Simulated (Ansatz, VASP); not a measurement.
Ga in VASP and in Ansatz

The input INCAR:

```
  ALGO = Fast
  EDIFF = 1E-8
  ENCUT = 520
  GGA = PE
  ISIF = 2
  ISMEAR = 0
  LASPH = True
  LCHARG = False
  LEFG = True
  LREAL = False
  LWAVE = False
  NBANDS = 34
  NELM = 100
  PREC = Accurate
  SIGMA = 0.05
```

Contents of KPOINTS:

```
k-points
0
Gamma
  10 10 10
```

Contents of POSCAR:

```
Ga
1.0
    2.2933073961     -3.8705122860      0.0000000000
    2.2933073961      3.8705122860      0.0000000000
    0.0000000000      0.0000000000      4.5790781307
Ga
4
Direct
    0.8435821433      0.1564178567      0.0823639114
    0.6564178567      0.3435821433      0.5823639114
    0.1564178567      0.8435821433      0.9176360886
    0.3435821433      0.6564178567      0.4176360886
```

Input for Ansatz:

```yaml
crystal:
  lattice:
    - [2.2933073959, -3.8705122867, 0.0]
    - [2.2933073959, 3.8705122867, 0.0]
    - [0.0, 0.0, 4.5790781307]
  atoms:
    - { symbol: Ga, position: [0.8435821433, 0.1564178567, 0.0823639114] }
    - { symbol: Ga, position: [0.6564178567, 0.3435821433, 0.5823639114] }
    - { symbol: Ga, position: [0.1564178567, 0.8435821433, 0.9176360886] }
    - { symbol: Ga, position: [0.3435821433, 0.6564178567, 0.4176360886] }
basis:
  ecutwfc: 420
  ecutrho_ratio: 4
kpoints:
  mp_grid: { grid: [10, 10, 10] }
hamiltonian:
  xc: pbe
scf:
  occupations: { method: gaussian, width: 0.05 }
output:
  forces: true
  stress: true
  eigenvalues: true
  efg: { contact_densities: true, quadrupole_moments_barn: { Ga: 0.107 } }
```

Alike in both runs: task electric field gradients; functional PBE; k mesh 10 × 10 × 10; occupations gaussian, width 0.05 eV; no spin polarisation.

|  | VASP | Ansatz |
| --- | --- | --- |
| version | VASP 6.6.1 | Ansatz 0.2.0 |
| potentials or method | VASP PAW PBE potentials, release 64 (Ga_d), cutoff 520 eV | scalar-relativistic, plane waves, PAW |
| valence electrons in the cell | 52 | 52 |

Ansatz gave:

| Item | Value |
| --- | --- |
| gap on the k mesh at the Fermi level (eV) | none |
| pressure (GPa) | 0.0 |
| size of Vzz on the site where it differs most (V/Å²) | 41.3 |

Problem. What did VASP give for the same quantities?

Solution. gap on the k mesh at the Fermi level (eV): none; pressure (GPa): 0.1; size of Vzz on the site where it differs most (V/Å²): 38.6.

A gap of «none» marks a metal or a gap that the smearing closes.
